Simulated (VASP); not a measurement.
Input of a VASP 6.6.1 run:

Contents of INCAR:

```
SYSTEM = Co
PREC     = Accurate       ! precision mode
ENCUT    = 520            ! plane-wave cutoff, eV
EDIFF    = 1E-7           ! SCF threshold, eV
ISMEAR   = 0              ! smearing method
SIGMA    = 0.05           ! smearing width, eV
LREAL    = .FALSE.        ! projectors in reciprocal space
LASPH    = .TRUE.         ! aspherical terms in the spheres
NELM     = 150            ! most SCF steps
ALGO     = Normal         ! electronic algorithm
ISIF     = 2              ! what is computed and relaxed
LWAVE    = .FALSE.        ! write WAVECAR
LCHARG   = .FALSE.        ! write CHGCAR
ISPIN    = 2              ! spin polarisation
MAGMOM   = 0.5 0.5        ! initial moments
LORBIT   = 11             ! projections on sites
LMAXMIX  = 4              ! l up to which the mixer works
GGA      = PS             ! functional
NBANDS   = 20             ! bands
```

File KPOINTS:

```
regular mesh
0
G
  20 20 10
  0 0 0
```

Contents of POSCAR:

```
Co
1.0
    2.4575622994      0.0000000000      0.0000000000
   -1.2287811497      2.1283113827      0.0000000000
    0.0000000000      0.0000000000      3.9663595200
Co
2
Direct
    0.3333333333      0.6666666667      0.7500000000
    0.6666666667      0.3333333333      0.2500000000
```

Potentials or basis: VASP PAW PBE potentials, release 64 (Co).

The run is started by

```bash
$ cat potpaw_PBE.64/Co/POTCAR > POTCAR
$ mpirun -np 1 vasp_std > vasp.out
```

**Question.** Predict the net moment.

**Answer.** 3.15 μB per cell.

**Question.** Predict the site moments.

**Answer.** Co +1.58 μB.

Stress tensor (GPa, compression positive):
```
-0.81  0.00  0.00
 0.00 -0.81  0.00
 0.00  0.00 -0.96
```

Caveat: the PAW data sets were made with another functional, which shifts forces and pressure a little.
